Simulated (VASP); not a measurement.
# Sr4Ta2O (P4/nmm) in VASP: single point with PBE

Aim: the single point of Sr4Ta2O with PBE.

Everything below comes from runs of VASP 6.6.1. Logs are shortened: lines on timing, memory, paths and dates and some standing lists are left out, and cuts for length are marked.

## Step 1: The cell of the first run

It takes space group P4/nmm (No. 129, tetragonal). The conventional cell has a = 3.613 Å, b = 3.613 Å, c = 34.079 Å, α = 90.00°, β = 90.00°, γ = 90.00°. Within 4.7 Å of Sr (site symmetry 4mm) lie 12 Sr at 3.61 to 4.31 Å. Within 4.7 Å of Sr (site symmetry 4mm) lie 12 Sr at 3.61 to 4.27 Å. Within 3.4 Å of Sr (site symmetry 4mm) lie 4 O at 2.60 Å. Within 4.7 Å of Sr (site symmetry 4mm) lie 12 Sr at 3.61 to 4.57 Å and 1 O at 4.30 Å. Ta (site symmetry 4mm) has 1 O at 1.98 Å within 2.6 Å. Within 3.9 Å of Ta (site symmetry 4mm) lie 13 Ta at 2.89 to 3.61 Å and 1 Sr at 3.82 Å. Within 2.7 Å of O (site symmetry 4mm) lie 1 Ta at 1.98 Å and 4 Sr at 2.60 Å.

## Step 2: Single point, PBE

Contents of INCAR:

```
SYSTEM = Sr4Ta2O
ALGO = Normal
EDIFF = 1E-6
ENCUT = 520
GGA = PE
ISIF = 2
ISMEAR = 0
LASPH = .TRUE.
LCHARG = .TRUE.
LELF = .TRUE.
LREAL = .FALSE.
LVHAR = .TRUE.
LWAVE = .FALSE.
NBANDS = 81
NELM = 80
PREC = Accurate
SIGMA = 0.2
```

Contents of KPOINTS:

```
k-points
0
G
  5 5 1
  0 0 0
```

Contents of POSCAR:

```
Sr4Ta2O
1.0
    3.6131575072      0.0000000000      0.0000000000
    0.0000000000      3.6131575072      0.0000000000
    0.0000000000      0.0000000000     34.0794871077
Sr Ta O
8 4 2
Direct
    0.0000000000      0.5000000000      0.6503137503
    0.5000000000      0.0000000000      0.5499150426
    0.0000000000      0.5000000000      0.8636339361
    0.5000000000      0.0000000000      0.7523217599
    0.5000000000      0.0000000000      0.1363660639
    0.0000000000      0.5000000000      0.2476782401
    0.5000000000      0.0000000000      0.3496862497
    0.0000000000      0.5000000000      0.4500849574
    0.5000000000      0.0000000000      0.9364089756
    0.0000000000      0.5000000000      0.0635910244
    0.0000000000      0.5000000000      0.9757334046
    0.5000000000      0.0000000000      0.0242665954
    0.5000000000      0.0000000000      0.8784357402
    0.0000000000      0.5000000000      0.1215642598
```

Potentials or basis: VASP PAW PBE potentials, release 64 (Sr_sv, Ta_pv, O).

On the command line:

```sh
$ cat potpaw_PBE.64/Sr_sv/POTCAR potpaw_PBE.64/Ta_pv/POTCAR potpaw_PBE.64/O/POTCAR > POTCAR
$ mpirun -np 1 vasp_std > vasp.out
```

OUTCAR:

```text
SYSTEM = Sr4Ta2O
   EDIFF = 1E-6
   ENCUT = 520
   GGA = PE
   ISIF = 2
   ISMEAR = 0
   LASPH = .TRUE.
   LREAL = .FALSE.
   NELM = 80
   PREC = Accurate

 ion  position               nearest neighbor table
   1  0.000  0.500  0.650-   2 4.27   2 4.27   2 4.27   2 4.27   4 4.31   4 4.31   4 4.31   4 4.31

   2  0.500  0.000  0.550-   8 4.25   8 4.25   8 4.25   8 4.25   1 4.27   1 4.27   1 4.27   1 4.27

   3  0.000  0.500  0.864-  13 2.60  13 2.60  13 2.60  13 2.60   9 3.56   9 3.56   9 3.56   9 3.56
                            11 3.82   4 4.57   4 4.57   4 4.57   4 4.57
   4  0.500  0.000  0.752-   1 4.31   1 4.31   1 4.31   1 4.31   3 4.57   3 4.57   3 4.57   3 4.57

   5  0.500  0.000  0.136-  14 2.60  14 2.60  14 2.60  14 2.60  10 3.56  10 3.56  10 3.56  10 3.56
                            12 3.82   6 4.57   6 4.57   6 4.57   6 4.57
   6  0.000  0.500  0.248-   7 4.31   7 4.31   7 4.31   7 4.31   5 4.57   5 4.57   5 4.57   5 4.57

   7  0.500  0.000  0.350-   8 4.27   8 4.27   8 4.27   8 4.27   6 4.31   6 4.31   6 4.31   6 4.31

   8  0.000  0.500  0.450-   2 4.25   2 4.25   2 4.25   2 4.25   7 4.27   7 4.27   7 4.27   7 4.27

   9  0.500  0.000  0.936-  13 1.98  11 2.89  11 2.89  11 2.89  11 2.89  12 2.99   3 3.56   3 3.56
                             3 3.56   3 3.56
  10  0.000  0.500  0.064-  14 1.98  12 2.89  12 2.89  12 2.89  12 2.89  11 2.99   5 3.56   5 3.56
                             5 3.56   5 3.56
  11  0.000  0.500  0.976-   9 2.89   9 2.89   9 2.89   9 2.89  10 2.99  12 3.04  12 3.04  12 3.04
                            12 3.04   3 3.82
  12  0.500  0.000  0.024-  10 2.89  10 2.89  10 2.89  10 2.89   9 2.99  11 3.04  11 3.04  11 3.04
                            11 3.04   5 3.82
  13  0.500  0.000  0.878-   9 1.98   3 2.60   3 2.60   3 2.60   3 2.60
  14  0.000  0.500  0.122-  10 1.98   5 2.60   5 2.60   5 2.60   5 2.60

  LATTYP: Found a simple tetragonal cell.
 ALAT       =     3.6131575072
 C/A-ratio  =     9.4320513401

  Lattice vectors:

 A1 = (   3.6131575072,   0.0000000000,   0.0000000000)
 A2 = (   0.0000000000,   3.6131575072,   0.0000000000)
 A3 = (   0.0000000000,   0.0000000000,  34.0794871077)

Analysis of symmetry for initial positions (statically):
=====================================================================
 Subroutine PRICEL returns:
 Original cell was already a primitive cell.

 Routine SETGRP: Setting up the symmetry group for a
 simple tetragonal supercell.

 Subroutine GETGRP returns: Found 16 space group operations
 (whereof  8 operations were pure point group operations)
 out of a pool of 16 trial point group operations.

The static configuration has the point symmetry D_2d.
 The point group associated with its full space group is D_4h.

Analysis of symmetry for dynamics (positions and initial velocities):
=====================================================================
 Subroutine PRICEL returns:
 Original cell was already a primitive cell.

 Routine SETGRP: Setting up the symmetry group for a
 simple tetragonal supercell.

 Subroutine GETGRP returns: Found 16 space group operations
 (whereof  8 operations were pure point group operations)
 out of a pool of 16 trial point group operations.

The dynamic configuration has the point symmetry D_2d.
 The point group associated with its full space group is D_4h.

 Subroutine INISYM returns: Found 16 space group operations
 (whereof  8 operations are pure point group operations),
 and found     1 'primitive' translations

----------------------------------------------------------------------------------------

                                     Primitive cell

  volume of cell :     444.9045

  direct lattice vectors                    reciprocal lattice vectors
     3.613157507  0.000000000  0.000000000     0.276766235  0.000000000  0.000000000
     0.000000000  3.613157507  0.000000000     0.000000000  0.276766235  0.000000000
     0.000000000  0.000000000 34.079487108     0.000000000  0.000000000  0.029343165

  length of vectors
     3.613157507  3.613157507 34.079487108     0.276766235  0.276766235  0.029343165

  position of ions in fractional coordinates (direct lattice)
     0.000000000  0.500000000  0.650313750
     0.500000000  0.000000000  0.549915043
     0.000000000  0.500000000  0.863633936
     0.500000000  0.000000000  0.752321760
     0.500000000  0.000000000  0.136366064
     0.000000000  0.500000000  0.247678240
     0.500000000  0.000000000  0.349686250
     0.000000000  0.500000000  0.450084957
     0.500000000  0.000000000  0.936408976
     0.000000000  0.500000000  0.063591024
     0.000000000  0.500000000  0.975733405
     0.500000000  0.000000000  0.024266595
     0.500000000  0.000000000  0.878435740
     0.000000000  0.500000000  0.121564260

  ion indices of the primitive-cell ions
   primitive index   ion index
                 1           1
                 2           2
                 3           3
                 4           4
                 5           5
                 6           6
                 7           7
                 8           8
                 9           9
                10          10
                11          11
                12          12
                13          13
                14          14

----------------------------------------------------------------------------------------

 KPOINTS: k-points

Automatic generation of k-mesh.
 Grid dimensions read from file:
 generate k-points for:    5    5    1

 Generating k-lattice:

  Cartesian coordinates                     Fractional coordinates (reciprocal lattice)
     0.055353247  0.000000000  0.000000000     0.200000000  0.000000000  0.000000000
     0.000000000  0.055353247  0.000000000     0.000000000  0.200000000  0.000000000
     0.000000000  0.000000000  0.029343165     0.000000000  0.000000000  1.000000000

  Length of vectors
     0.055353247  0.055353247  0.029343165

  Shift w.r.t. Gamma in fractional coordinates (k-lattice)
     0.000000000  0.000000000  0.000000000

 Subroutine IBZKPT returns following result:
 ===========================================

 Found      6 irreducible k-points:

 Following reciprocal coordinates:
            Coordinates               Weight
  0.000000  0.000000  0.000000      1.000000
  0.200000  0.000000  0.000000      4.000000
  0.400000  0.000000  0.000000      4.000000
  0.200000  0.200000  0.000000      4.000000
  0.400000  0.200000  0.000000      8.000000
  0.400000  0.400000  0.000000      4.000000
   k-points           NKPTS =      6   k-points in BZ     NKDIM =      6   number of bands    NBANDS=     81
   number of dos      NEDOS =    301   number of ions     NIONS =     14
   total plane-waves  NPLWV = 200704
   dimension x,y,z NGX =    28 NGY =   28 NGZ =  256
   dimension x,y,z NGXF=    56 NGYF=   56 NGZF=  512
   ions per type =               8   4   2
   NGX,Y,Z   is equivalent  to a cutoff of  12.88, 12.88, 12.49 a.u.
   NGXF,Y,Z  is equivalent  to a cutoff of  25.77, 25.77, 24.98 a.u.
 SYSTEM =  Sr4Ta2O
   PREC   = accura    normal or accurate (medium, high low for compatibility)
   ISTART =      0    job   : 0-new  1-cont  2-samecut
   ICHARG =      2    charge: 1-file 2-atom 10-const
   ISPIN  =      1    spin polarized calculation?
   LNONCOLLINEAR =      F non collinear calculations
   LSORBIT =      F    spin-orbit coupling
   LASPH  =      T    aspherical Exc in radial PAW
   ENCUT  =  520.0 eV  38.22 Ry    6.18 a.u.   6.72  6.72 63.37*2*pi/ulx,y,z
   NELM   =     80;   NELMIN=  2; NELMDL= -5     # of ELM steps
   EDIFF  = 0.1E-05   stopping-criterion for ELM
   LREAL  =      F    real-space projection
   EDIFFG = 0.1E-04   stopping-criterion for IOM
   NSW    =      0    number of steps for IOM
   IBRION =     -1    ionic relax: 0-MD 1-quasi-New 2-CG
   NFREE  =      0    steps in history (QN), initial steepest desc. (CG)
   ISIF   =      2    stress and relaxation
   ISYM   =      2    0-nonsym 1-usesym 2-fastsym
   POTIM  = 0.5000    time-step for ionic-motion
   TEBEG  =    0.0;   TEEND  =   0.0 temperature during run
   PSTRESS=    0.0 pullay stress
   NELECT =     136.0000    total number of electrons
   NUPDOWN=      -1.0000    fix difference up-down
   EMIN   =  10.00;   EMAX   =-10.00  energy-range for DOS
   EFERMI =   0.00;   METHOD = LEGACY
   ISMEAR =     0;   SIGMA  =   0.20  broadening in eV -4-tet -1-fermi 0-gaus
   EFERMI_NEDOS =   21; number of points for ismear=-14 and -15
   IALGO  =     38    algorithm
   IMIX   =      4    mixing-type and parameters
     AMIX     =   0.40;   BMIX     =  1.00
     AMIX_MAG =   1.60;   BMIX_MAG =  1.00
  volume/ion in A,a.u.               =      31.78       214.45
  Fermi-wavevector in a.u.,A,eV,Ry     =   1.102805  2.084000 16.547128  1.216180
  Thomas-Fermi vector in A             =   2.239254
   LORBIT       =      0    0 simple, 1 ext, 2 COOP (PROOUT), +10 PAW based schemes
   GGA     = PE    functional components
   LHFCALC =     F    Hartree Fock is set to
   AEXX    =    0.0000 exact exchange contribution
   IVDW    =     0    specifies the selected vdW correction
   LEPSILON=     F    determine dielectric tensor
   LRPA    =     F    only Hartree local field effects (RPA)
 non-spin polarized calculation
 Gauss-broadening in eV      SIGMA  =   0.20
  energy-cutoff  :      520.00
  volume of cell :      444.90
 maximum number of plane-waves:     12016
 NGX is ok and might be reduce to    28
   NGX = 13   NGY = 13   NGZ =127

 number of electron     136.0000017 magnetization

 Free energy of the ion-electron system (eV)
  ---------------------------------------------------
  ext. energy  EPLUGINS =         0.00000000
  ---------------------------------------------------
  free energy    TOTEN  =       -77.93644592 eV

  energy without entropy =      -77.65866167  energy(sigma->0) =      -77.79755380

 E-fermi :   2.8911     XC(G=0):  -8.8544

 val. band max:        2.8893096394   @ k =   0.2000   0.2000   0.0000
 cond. band min:       2.9584372742   @ k =   0.2000   0.0000   0.0000
 fundamental gap:      0.0691276348
 Fermi energy:         2.8911333273

 k-point     1 :       0.0000    0.0000    0.0000
  band No.  band energies     occupation
      1     -33.4662      2.00000
      2     -33.4662      2.00000
      3     -33.4069      2.00000
      4     -33.4065      2.00000
      5     -33.3858      2.00000
      6     -33.3761      2.00000
[... 72 lines left out ...]
     79       3.9832      0.00000
     80       4.1176      0.00000

 k-point     2 :       0.2000    0.0000    0.0000
  band No.  band energies     occupation
      1     -33.4525      2.00000
      2     -33.4525      2.00000
      3     -33.3928      2.00000
      4     -33.3926      2.00000
      5     -33.3715      2.00000
      6     -33.3635      2.00000
[... 72 lines left out ...]
     79       4.2631      0.00000
     80       4.3831      0.00000

 k-point     3 :       0.4000    0.0000    0.0000
  band No.  band energies     occupation
      1     -33.4302      2.00000
      2     -33.4302      2.00000
      3     -33.3700      2.00000
      4     -33.3700      2.00000
      5     -33.3472      2.00000
      6     -33.3441      2.00000
[... 72 lines left out ...]
     79       4.0467      0.00000
     80       4.2742      0.00000

 k-point     4 :       0.2000    0.2000    0.0000
  band No.  band energies     occupation
      1     -33.4390      2.00000
      2     -33.4390      2.00000
      3     -33.3790      2.00000
      4     -33.3789      2.00000
      5     -33.3574      2.00000
      6     -33.3509      2.00000
[... 72 lines left out ...]
     79       4.4123      0.00000
     80       4.5465      0.00000

 k-point     5 :       0.4000    0.2000    0.0000
  band No.  band energies     occupation
      1     -33.4170      2.00000
      2     -33.4169      2.00000
      3     -33.3566      2.00000
      4     -33.3566      2.00000
      5     -33.3336      2.00000
      6     -33.3311      2.00000
[... 72 lines left out ...]
     79       4.2681      0.00000
     80       4.4861      0.00000

 k-point     6 :       0.4000    0.4000    0.0000
  band No.  band energies     occupation
      1     -33.3954      2.00000
      2     -33.3954      2.00000
      3     -33.3348      2.00000
      4     -33.3348      2.00000
      5     -33.3111      2.00000
      6     -33.3101      2.00000
[... 72 lines left out ...]
     79       4.2993      0.00000
     80       4.5463      0.00000
 [bands above 80 left out]

------------------------ aborting loop because EDIFF is reached ----------------------------------------

  FORCE on cell =-STRESS in cart. coord.  units (eV):
  Direction    XX          YY          ZZ          XY          YZ          ZX
  --------------------------------------------------------------------------------------
  -------------------------------------------------------------------------------------
  Total        0.4482458      0.4482458      1.4142548      0.0000000      0.0000000      0.0000000
  in kB        1.6142098      1.6142098      5.0929734      0.0000000      0.0000000      0.0000000
  external PRESSURE =       2.7737976 kB  Pullay stress =       0.0000000 kB

 VOLUME and BASIS-vectors are now :
 -----------------------------------------------------------------------------
  energy-cutoff  :      520.00
  volume of cell :      444.90
      direct lattice vectors                 reciprocal lattice vectors
     3.613157507  0.000000000  0.000000000     0.276766235  0.000000000  0.000000000
     0.000000000  3.613157507  0.000000000     0.000000000  0.276766235  0.000000000
     0.000000000  0.000000000 34.079487108     0.000000000  0.000000000  0.029343165

 POSITION                                       TOTAL-FORCE (eV/Angst)
 -----------------------------------------------------------------------------------
      0.00000      1.80658     22.16236         0.000000      0.000000      0.037579
      1.80658      0.00000     18.74082         0.000000     -0.000000      0.008804
      0.00000      1.80658     29.43220         0.000000     -0.000000     -0.064893
      1.80658      0.00000     25.63874         0.000000      0.000000     -0.005990
      1.80658      0.00000      4.64729        -0.000000     -0.000000      0.064893
      0.00000      1.80658      8.44075         0.000000     -0.000000      0.005990
      1.80658      0.00000     11.91713         0.000000     -0.000000     -0.037579
      0.00000      1.80658     15.33866         0.000000      0.000000     -0.008804
      1.80658      0.00000     31.91234        -0.000000     -0.000000      0.127419
      0.00000      1.80658      2.16715        -0.000000      0.000000     -0.127419
      0.00000      1.80658     33.25249         0.000000      0.000000     -0.010507
      1.80658      0.00000      0.82699         0.000000     -0.000000      0.010507
      1.80658      0.00000     29.93664         0.000000     -0.000000     -0.016526
      0.00000      1.80658      4.14285         0.000000     -0.000000      0.016526
 -----------------------------------------------------------------------------------
    total drift:                                0.000000      0.000000      0.000000

  FREE ENERGIE OF THE ION-ELECTRON SYSTEM (eV)
  ---------------------------------------------------
  free  energy   TOTEN  =       -77.9364459245 eV

  energy  without entropy=      -77.6586616663  energy(sigma->0) =      -77.79755380
```

Run time: 13 min. Hardware: 1 thread of Intel Xeon 6975P-C (Granite Rapids), shared host; peak memory 0.55 GiB.

What came out:

* Free energy: -77.9364 eV
* Pressure: 0.3 GPa
* Largest force: 0.127 eV/Å
* Band gap on the k mesh: zero (bands 68 and 69 overlap by 0.37 eV)

Forces in eV/Å, atoms in the order of the input:
```
Sr   0.000  0.000  0.038
Sr   0.000  0.000  0.009
Sr   0.000  0.000 -0.065
Sr   0.000  0.000 -0.006
Sr   0.000  0.000  0.065
Sr   0.000  0.000  0.006
Sr   0.000  0.000 -0.038
Sr   0.000  0.000 -0.009
Ta   0.000  0.000  0.127
Ta   0.000  0.000 -0.127
Ta   0.000  0.000 -0.011
Ta   0.000  0.000  0.011
O    0.000  0.000 -0.017
O    0.000  0.000  0.017
```

Caveat: spin-orbit coupling is left out, which moves the levels of the heavy elements.

The gap in the log of VASP goes by the Fermi energy; the results here count the filled bands.